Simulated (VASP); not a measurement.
Input of a VASP 6.6.1 run:

Contents of INCAR:

```
PREC = Accurate
ENCUT = 520
EDIFF = 1E-6
ISMEAR = 0
SIGMA = 0.15
LREAL = F
LASPH = T
NELM = 80
ALGO = Fast
ISIF = 2
LWAVE = F
LCHARG = F
GGA = CA
NBANDS = 14
```

File KPOINTS:

```
Automatic mesh
0
Gamma
  16 16 16
```

File POSCAR:

```
TiAl
1.0
    3.0980312072      0.0000000000      0.0000000000
    0.0000000000      3.0980312072      0.0000000000
    0.0000000000      0.0000000000      3.4626694803
Ti Al
1 1
Direct
    0.0000000000      0.0000000000      0.0000000000
    0.5000000000      0.5000000000      0.5000000000
```

Potentials or basis: VASP PAW LDA potentials, release 64 (Ti_sv, Al).

Command:

```sh
$ cat potpaw_LDA.64/Ti_sv/POTCAR potpaw_LDA.64/Al/POTCAR > POTCAR
$ mpirun -np 1 vasp_std > vasp.out
```

(1) Predict the pressure.

(2) Predict the band gap on the k mesh.

Results:

(1) -8.8 GPa.

(2) zero (an odd number of electrons rules out a gap without spin polarisation).

Caveat: the cell stands under tension.
